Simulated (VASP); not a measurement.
# Al30Ga (a cell with a defect) in VASP: notebook

Runs on Al30Ga (a cell with a defect). Level: PBE. Tasks: single point.

Program: VASP 6.6.1. These are calculated values, not measurements. Logs are shortened: lines on timing, memory, paths and dates and some standing lists are left out, and cuts for length are marked.

## (1) The cell of the first run

The cell holds a defect, 31 atoms: a = 8.100 Å, b = 8.100 Å, c = 8.100 Å, α = 90.00°, β = 90.00°, γ = 90.00°.

## (2) Single point, PBE

File INCAR:

```
SYSTEM = Al30Ga
ALGO = Normal
EDIFF = 1E-6
ENCUT = 520
GGA = PE
ISIF = 2
ISMEAR = 0
LASPH = .True.
LCHARG = .False.
LREAL = Auto
LWAVE = .False.
NBANDS = 72
NELM = 80
PREC = Accurate
SIGMA = 0.05
```

File KPOINTS:

```
k-points
0
Gamma
  3 3 3
  0 0 0
```

File POSCAR:

```
Al30Ga
1.0
    8.1000000000      0.0000000000      0.0000000000
    0.0000000000      8.1000000000      0.0000000000
    0.0000000000      0.0000000000      8.1000000000
Al Ga
30 1
Direct
    0.5016109877      0.0036232099     -0.0035001235
    0.7462944444      0.2481608642     -0.0032687654
    0.7503566667     -0.0005718519      0.2503104938
   -0.0006092593     -0.0020148148      0.0017595062
    0.2427123457      0.2451298765      0.0141688889
    0.5046643210      0.5071532099      0.0145449383
    0.7517774074      0.7504318519      0.0016279012
    0.2495644444     -0.0067288889      0.2503840741
    0.5011571605      0.2485864198      0.2503338272
    0.7569249383      0.5002991358      0.2502666667
    0.5016465432      0.0036008642      0.5041555556
    0.7462553086      0.2481622222      0.5039820988
    0.7496106173      0.0002971605      0.7503133333
    0.0032577778      0.5002434568     -0.0029638272
    0.2495623457      0.7466081481     -0.0027830864
   -0.0086349383      0.2484917284      0.2504044444
    0.2483888889      0.5011820988      0.2503374074
    0.5013828395      0.7589283951      0.2502777778
   -0.0005590123     -0.0019775309      0.4989576543
    0.2428824691      0.2452492593      0.4867204938
    0.5047882716      0.5072580247      0.4859844444
    0.7518649383      0.7504856790      0.4989932099
    0.2526713580      0.0029379012      0.7503408642
    0.7466593827      0.4969445679      0.7502724691
    0.0010264198      0.7486939506      0.2503228395
    0.0032767901      0.5002448148      0.5036311111
    0.2495664198      0.7465629630      0.5035088889
    0.0025666667      0.2512112346      0.7503456790
    0.4984632099      0.7470553086      0.7502909877
    0.0018561728      0.7481737037      0.7503203704
    0.4156719753      0.3346218519      0.7505111111
```

Potentials or basis: VASP PAW PBE potentials, release 64 (Al, Ga_d).

Command:

```sh
$ cat potpaw_PBE.64/Al/POTCAR potpaw_PBE.64/Ga_d/POTCAR > POTCAR
$ mpirun -np 1 vasp_std > vasp.out
```

OUTCAR:

```text
SYSTEM = Al30Ga
   EDIFF = 1E-6
   ENCUT = 520
   GGA = PE
   ISIF = 2
   ISMEAR = 0
   LASPH = .True.
   LREAL = Auto
   NELM = 80
   PREC = Accurate

 ion  position               nearest neighbor table
   1  0.502  0.004  0.996-   2 2.80  13 2.83  23 2.84  18 2.86   9 2.86   5 2.87   3 2.88  29 2.88
                             7 2.88   8 2.90  15 2.92
   2  0.746  0.248  0.997-   1 2.80  13 2.83  24 2.84   9 2.86  16 2.86   6 2.87   3 2.88  28 2.88
                             4 2.88  10 2.90  14 2.92
   3  0.750  0.999  0.250-  18 2.80  16 2.81   4 2.85  22 2.85   7 2.85  19 2.85   9 2.85  25 2.87
                             2 2.88  12 2.88  11 2.88   1 2.88
   4  0.999  0.998  0.002-   5 2.81   7 2.84   3 2.85  25 2.85   8 2.86  16 2.86  13 2.87  30 2.87
                            15 2.87   2 2.88  28 2.89  23 2.89
   5  0.243  0.245  0.014-  31 2.66  16 2.79   8 2.80   4 2.81  17 2.82   9 2.84  14 2.84   1 2.87
                            28 2.89  23 2.90   6 3.00
   6  0.505  0.507  0.015-  31 2.65  18 2.79  10 2.80   7 2.81  17 2.82   9 2.83  15 2.84   2 2.87
                            29 2.89  24 2.90   5 3.00
   7  0.752  0.750  0.002-   6 2.81   4 2.84   3 2.85  25 2.85  10 2.86  18 2.86  13 2.87  30 2.87
                            14 2.87   1 2.88  29 2.89  24 2.89
   8  0.250  0.993  0.250-  18 2.79   5 2.80  20 2.80  25 2.82  19 2.86   4 2.86  15 2.86  27 2.86
                            11 2.90   1 2.90   9 2.90  16 2.94
   9  0.501  0.249  0.250-  21 2.83   6 2.83   5 2.84  20 2.84   3 2.85   2 2.86  12 2.86   1 2.86
[... 28 lines left out ...]
                            30 2.90  20 2.90   5 2.90  31 2.99
  24  0.747  0.497  0.750-  12 2.84   2 2.84  29 2.85  28 2.87  26 2.88  14 2.88  22 2.89   7 2.89
                            30 2.90  21 2.90   6 2.90  31 2.99
  25  0.001  0.749  0.250-  10 2.82   8 2.82  17 2.83  22 2.85   4 2.85   7 2.85  19 2.85   3 2.87
                            15 2.87  27 2.87  14 2.87  26 2.87
  26  0.003  0.500  0.504-  27 2.82  30 2.83  20 2.84  28 2.84  17 2.86  10 2.86  22 2.87  25 2.87
                            24 2.88  16 2.89  12 2.92
  27  0.250  0.747  0.504-  26 2.82  30 2.83  21 2.84  29 2.84  17 2.86   8 2.86  19 2.87  25 2.87
                            23 2.88  18 2.89  11 2.92
  28  0.003  0.251  0.750-  14 2.84  26 2.84  23 2.85  24 2.87   2 2.88  12 2.88  13 2.89  20 2.89
                             5 2.89  19 2.89   4 2.89
  29  0.498  0.747  0.750-  27 2.84  15 2.84  24 2.85  23 2.87  11 2.88   1 2.88  13 2.89   7 2.89
                            22 2.89  21 2.89   6 2.89
  30  0.002  0.748  0.750-  27 2.83  15 2.83  26 2.83  14 2.83  19 2.87   4 2.87  22 2.87   7 2.87
                            13 2.89  23 2.90  24 2.90
  31  0.416  0.335  0.751-   6 2.65  20 2.65   5 2.66  21 2.66  24 2.99  23 2.99

  LATTYP: Found a simple cubic cell.
 ALAT       =     8.1000000000

  Lattice vectors:

 A1 = (   8.1000000000,   0.0000000000,   0.0000000000)
 A2 = (   0.0000000000,   8.1000000000,   0.0000000000)
 A3 = (   0.0000000000,   0.0000000000,   8.1000000000)

Analysis of symmetry for initial positions (statically):
=====================================================================
 Subroutine PRICEL returns:
 Original cell was already a primitive cell.

 Routine SETGRP: Setting up the symmetry group for a
 simple cubic supercell.

 Subroutine GETGRP returns: Found  1 space group operations
 (whereof  1 operations were pure point group operations)
 out of a pool of 48 trial point group operations.

The static configuration has the point symmetry C_1 .

Analysis of symmetry for dynamics (positions and initial velocities):
=====================================================================
 Subroutine PRICEL returns:
 Original cell was already a primitive cell.

 Routine SETGRP: Setting up the symmetry group for a
 simple cubic supercell.

 Subroutine GETGRP returns: Found  1 space group operations
 (whereof  1 operations were pure point group operations)
 out of a pool of 48 trial point group operations.

The dynamic configuration has the point symmetry C_1 .

 Subroutine INISYM returns: Found  1 space group operations
 (whereof  1 operations are pure point group operations),
 and found     1 'primitive' translations

----------------------------------------------------------------------------------------

                                     Primitive cell

  volume of cell :     531.4410

  direct lattice vectors                    reciprocal lattice vectors
     8.100000000  0.000000000  0.000000000     0.123456790  0.000000000  0.000000000
     0.000000000  8.100000000  0.000000000     0.000000000  0.123456790  0.000000000
     0.000000000  0.000000000  8.100000000     0.000000000  0.000000000  0.123456790

  length of vectors
     8.100000000  8.100000000  8.100000000     0.123456790  0.123456790  0.123456790

  position of ions in fractional coordinates (direct lattice)
     0.501610988  0.003623210  0.996499877
     0.746294444  0.248160864  0.996731235
     0.750356667  0.999428148  0.250310494
     0.999390741  0.997985185  0.001759506
     0.242712346  0.245129877  0.014168889
     0.504664321  0.507153210  0.014544938
[... 23 lines left out ...]
     0.001856173  0.748173704  0.750320370
     0.415671975  0.334621852  0.750511111

  ion indices of the primitive-cell ions
   primitive index   ion index
                 1           1
                 2           2
                 3           3
                 4           4
                 5           5
                 6           6
[... 23 lines left out ...]
                30          30
                31          31

----------------------------------------------------------------------------------------

 KPOINTS: k-points

Automatic generation of k-mesh.
 Grid dimensions read from file:
 generate k-points for:    3    3    3

 Generating k-lattice:

  Cartesian coordinates                     Fractional coordinates (reciprocal lattice)
     0.041152263  0.000000000  0.000000000     0.333333333  0.000000000  0.000000000
     0.000000000  0.041152263  0.000000000     0.000000000  0.333333333  0.000000000
     0.000000000  0.000000000  0.041152263     0.000000000  0.000000000  0.333333333

  Length of vectors
     0.041152263  0.041152263  0.041152263

  Shift w.r.t. Gamma in fractional coordinates (k-lattice)
     0.000000000  0.000000000  0.000000000

 Subroutine IBZKPT returns following result:
 ===========================================

 Found     14 irreducible k-points:

 Following reciprocal coordinates:
            Coordinates               Weight
  0.000000  0.000000  0.000000      1.000000
  0.333333  0.000000  0.000000      2.000000
  0.000000  0.333333  0.000000      2.000000
  0.000000  0.000000  0.333333      2.000000
  0.333333  0.333333  0.000000      2.000000
  0.000000  0.333333  0.333333      2.000000
  0.333333  0.000000  0.333333      2.000000
 -0.333333  0.333333  0.000000      2.000000
 -0.333333  0.000000  0.333333      2.000000
  0.000000 -0.333333  0.333333      2.000000
  0.333333  0.333333  0.333333      2.000000
 -0.333333  0.333333  0.333333      2.000000
 -0.333333 -0.333333  0.333333      2.000000
  0.333333 -0.333333  0.333333      2.000000
   k-points           NKPTS =     14   k-points in BZ     NKDIM =     14   number of bands    NBANDS=     72
   number of dos      NEDOS =    301   number of ions     NIONS =     31
   total plane-waves  NPLWV = 216000
   dimension x,y,z NGX =    60 NGY =   60 NGZ =   60
   dimension x,y,z NGXF=   120 NGYF=  120 NGZF=  120
   ions per type =              30   1
   NGX,Y,Z   is equivalent  to a cutoff of  12.31, 12.31, 12.31 a.u.
   NGXF,Y,Z  is equivalent  to a cutoff of  24.63, 24.63, 24.63 a.u.
 SYSTEM =  Al30Ga
   PREC   = accura    normal or accurate (medium, high low for compatibility)
   ISTART =      0    job   : 0-new  1-cont  2-samecut
   ICHARG =      2    charge: 1-file 2-atom 10-const
   ISPIN  =      1    spin polarized calculation?
   LNONCOLLINEAR =      F non collinear calculations
   LSORBIT =      F    spin-orbit coupling
   LASPH  =      T    aspherical Exc in radial PAW
   ENCUT  =  520.0 eV  38.22 Ry    6.18 a.u.  15.06 15.06 15.06*2*pi/ulx,y,z
   NELM   =     80;   NELMIN=  2; NELMDL= -5     # of ELM steps
   EDIFF  = 0.1E-05   stopping-criterion for ELM
   LREAL  =      T    real-space projection
   EDIFFG = 0.1E-04   stopping-criterion for IOM
   NSW    =      0    number of steps for IOM
   IBRION =     -1    ionic relax: 0-MD 1-quasi-New 2-CG
   NFREE  =      0    steps in history (QN), initial steepest desc. (CG)
   ISIF   =      2    stress and relaxation
   ISYM   =      2    0-nonsym 1-usesym 2-fastsym
   POTIM  = 0.5000    time-step for ionic-motion
   TEBEG  =    0.0;   TEEND  =   0.0 temperature during run
   PSTRESS=    0.0 pullay stress
   NELECT =     103.0000    total number of electrons
   NUPDOWN=      -1.0000    fix difference up-down
   EMIN   =  10.00;   EMAX   =-10.00  energy-range for DOS
   EFERMI =   0.00;   METHOD = LEGACY
   ISMEAR =     0;   SIGMA  =   0.05  broadening in eV -4-tet -1-fermi 0-gaus
   EFERMI_NEDOS =   21; number of points for ismear=-14 and -15
   IALGO  =     38    algorithm
   IMIX   =      4    mixing-type and parameters
     AMIX     =   0.40;   BMIX     =  1.00
     AMIX_MAG =   1.60;   BMIX_MAG =  1.00
  volume/ion in A,a.u.               =      17.14       115.69
  Fermi-wavevector in a.u.,A,eV,Ry     =   0.947405  1.790335 12.212259  0.897576
  Thomas-Fermi vector in A             =   2.075495
   LORBIT       =      0    0 simple, 1 ext, 2 COOP (PROOUT), +10 PAW based schemes
   GGA     = PE    functional components
   LHFCALC =     F    Hartree Fock is set to
   AEXX    =    0.0000 exact exchange contribution
   IVDW    =     0    specifies the selected vdW correction
   LEPSILON=     F    determine dielectric tensor
   LRPA    =     F    only Hartree local field effects (RPA)
 non-spin polarized calculation
 Gauss-broadening in eV      SIGMA  =   0.05
  energy-cutoff  :      520.00
  volume of cell :      531.44
 maximum number of plane-waves:     14358
   NGX = 31   NGY = 31   NGZ = 31

 number of electron     103.0000015 magnetization

 Free energy of the ion-electron system (eV)
  ---------------------------------------------------
  ext. energy  EPLUGINS =         0.00000000
  ---------------------------------------------------
  free energy    TOTEN  =      -114.76452394 eV

  energy without entropy =     -114.75188084  energy(sigma->0) =     -114.75820239

 E-fermi :   7.4241     XC(G=0): -10.0776

 val. band max:        7.3954939350   @ k =  -0.3333  -0.3333   0.3333
 cond. band min:       7.4431898217   @ k =  -0.3333   0.3333   0.3333
 fundamental gap:      0.0476958868
 Fermi energy:         7.4241075288

 k-point     1 :       0.0000    0.0000    0.0000
  band No.  band energies     occupation
      1      -7.4529      2.00000
      2      -7.4453      2.00000
      3      -7.4385      2.00000
      4      -7.4246      2.00000
      5      -7.4102      2.00000
      6      -3.4219      2.00000
[... 913 lines left out ...]
     62       9.2453      0.00000
     63       9.4706      0.00000
 [bands above 63 left out]

------------------------ aborting loop because EDIFF is reached ----------------------------------------

  FORCE on cell =-STRESS in cart. coord.  units (eV):
  Direction    XX          YY          ZZ          XY          YZ          ZX
  --------------------------------------------------------------------------------------
  -------------------------------------------------------------------------------------
  Total       -2.7885526     -2.7962400     -0.9622042      0.3449676      0.0045593     -0.0064971
  in kB       -8.4068707     -8.4300464     -2.9008335      1.0400012      0.0137454     -0.0195873
  external PRESSURE =      -6.5792502 kB  Pullay stress =       0.0000000 kB

 VOLUME and BASIS-vectors are now :
 -----------------------------------------------------------------------------
  energy-cutoff  :      520.00
  volume of cell :      531.44
      direct lattice vectors                 reciprocal lattice vectors
     8.100000000  0.000000000  0.000000000     0.123456790  0.000000000  0.000000000
     0.000000000  8.100000000  0.000000000     0.000000000  0.123456790  0.000000000
     0.000000000  0.000000000  8.100000000     0.000000000  0.000000000  0.123456790

 POSITION                                       TOTAL-FORCE (eV/Angst)
 -----------------------------------------------------------------------------------
      4.06305      0.02935      8.07165        -0.004675      0.013328     -0.002521
      6.04498      2.01010      8.07352        -0.013505      0.007421     -0.003585
      6.07789      8.09537      2.02751        -0.000692      0.004439      0.003072
      8.09506      8.08368      0.01425        -0.007606      0.003300      0.004345
      1.96597      1.98555      0.11477        -0.014057      0.030523     -0.014218
      4.08778      4.10794      0.11781        -0.029377      0.014671     -0.018010
[... 23 lines left out ...]
      0.01503      6.06021      6.07760        -0.003530     -0.004870      0.001899
      3.36694      2.71044      6.07914         0.310092     -0.305380     -0.008130
 -----------------------------------------------------------------------------------
    total drift:                                0.017234     -0.013493      0.007552

  FREE ENERGIE OF THE ION-ELECTRON SYSTEM (eV)
  ---------------------------------------------------
  free  energy   TOTEN  =      -114.7645239442 eV

  energy  without entropy=     -114.7518808429  energy(sigma->0) =     -114.75820239
```

Run time: 7.1 min. Hardware: 1 thread of Intel Xeon Platinum 8488C (Sapphire Rapids), shared host; peak memory 0.66 GiB.

Results:

- Free energy: -114.7645 eV
- Pressure: -0.7 GPa
- Largest force: 0.435 eV/Å
- Band gap on the k mesh: zero (an odd number of electrons rules out a gap without spin polarisation)

Forces on the atoms (eV/Å):
```
Al  -0.005  0.013 -0.003
Al  -0.014  0.007 -0.004
Al  -0.001  0.004  0.003
Al  -0.008  0.003  0.004
Al  -0.014  0.031 -0.014
Al  -0.029  0.015 -0.018
Al  -0.002  0.006  0.002
Al  -0.009  0.021  0.002
Al  -0.002  0.002  0.001
Al  -0.026  0.006  0.001
Al  -0.008  0.013  0.000
Al  -0.013  0.008 -0.001
Al  -0.013  0.010  0.003
Al  -0.010  0.007 -0.003
Al  -0.006  0.009 -0.002
Al  -0.020  0.005  0.000
Al  -0.018  0.023  0.001
Al  -0.009  0.013  0.000
Al  -0.008  0.003 -0.005
Al  -0.016  0.030  0.013
Al  -0.033  0.009  0.024
Al  -0.002  0.007 -0.003
Al  -0.006  0.012 -0.001
Al  -0.006  0.014  0.001
Al   0.002  0.004  0.002
Al  -0.012  0.007  0.001
Al  -0.006  0.010 -0.003
Al  -0.012  0.003  0.000
Al  -0.002  0.015  0.002
Al  -0.004 -0.005  0.002
Ga   0.310 -0.305 -0.008
```

Stress tensor (GPa, compression positive):
```
-0.84  0.10  0.00
 0.10 -0.84  0.00
 0.00  0.00 -0.29
```

[end of part 1 of 2]
